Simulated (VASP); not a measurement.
Set up this calculation in VASP 6.6.1, as the native input.

```
Task                   : single point
Functional             : LDA
Potentials or basis    : VASP PAW LDA potentials, release 64 (Pb_d, S)
Cutoff                 : 520 eV
k mesh                 : 6 × 6 × 6
Occupations            : gaussian, width 0.01 eV
Spin                   : no spin polarisation
Dipole correction      : no
Further INCAR settings : ALGO = Normal; EDIFF = 1e-06; NBANDS = 28
```

The structure of PbS lies in POSCAR:

```
PbS
1.0
    2.1339986822     -6.1469873336      0.0000000000
    2.1339986822      6.1469873336      0.0000000000
    0.0000000000      0.0000000000      4.3905205609
Pb S
2 2
Direct
    0.8694400000      0.1305600000      0.7500000000
    0.1305600000      0.8694400000      0.2500000000
    0.6452000000      0.3548000000      0.7500000000
    0.3548000000      0.6452000000      0.2500000000
```

One way to write it, as run:

INCAR

```
PREC = Accurate
ENCUT = 520
EDIFF = 1E-6
ISMEAR = 0
SIGMA = 0.01
LREAL = False
LASPH = True
NELM = 60
ALGO = Normal
ISIF = 2
LWAVE = False
LCHARG = True
GGA = CA
LELF = True
LVHAR = True
NBANDS = 28
```

KPOINTS

```
Automatic mesh
0
Gamma
  6 6 6
```

Potentials or basis: VASP PAW LDA potentials, release 64 (Pb_d, S).

Command:

```console
$ cat potpaw_LDA.64/Pb_d/POTCAR potpaw_LDA.64/S/POTCAR > POTCAR
$ mpirun -np 1 vasp_std > vasp.out
```

It gave:

* Pressure: -6.5 GPa
* Largest force: 0.513 eV/Å
* Band gap on the k mesh: 1.20 eV, indirect (least direct gap 1.36 eV)

Caveat: spin-orbit coupling is left out, which moves the levels of the heavy elements.

Run time: 3 min on 1 thread of AMD EPYC 7R13 Processor (Zen 3), with other jobs on the host, peak memory 0.28 GiB.
